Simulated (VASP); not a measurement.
PtS2, 3 atoms in the cell. Symmetry: P-3m1, No. 164, trigonal system. Conventional cell: a = 3.547 Å, b = 3.547 Å, c = 4.617 Å, α = 90.00°, β = 90.00°, γ = 120.00°. Pt (site symmetry -3m) has 6 S at 2.37 Å within 3.1 Å. Within 3.2 Å of S (site symmetry 3m) lie 3 Pt at 2.37 Å and 6 S at 3.03 to 3.15 Å. 

```yaml
Program: VASP 6.6.1
Task: relaxation of shape and atoms at fixed volume
Functional: PBE
Dispersion: D3(BJ)
Potentials_or_basis: VASP PAW PBE potentials, release 64 (Pt, S)
Cutoff: 600 eV
k_mesh: 12 × 12 × 8
Occupations: gaussian, width 0.01 eV
Spin: no spin polarisation
Dipole_correction: no
Further_INCAR_settings: ALGO = Normal; EDIFF = 1e-06; IBRION = 2; EDIFFG = -0.01; NSW = 50; ISIF = 4
```

Potentials or basis: VASP PAW PBE potentials, release 64 (Pt, S).

Launch:

```console
$ cat potpaw_PBE.64/Pt/POTCAR potpaw_PBE.64/S/POTCAR > POTCAR
$ mpirun -np 1 vasp_std > vasp.out
```

Hardware: 1 thread of Intel Xeon 8259CL, with other jobs on the host.

Q: Estimate the wall time of this run.

A: Wall time 7.8 min on 1 thread of Intel Xeon 8259CL (shared host), peak memory 0.29 GiB. Counts: scf iterations 42, k points 131, ion steps 6.
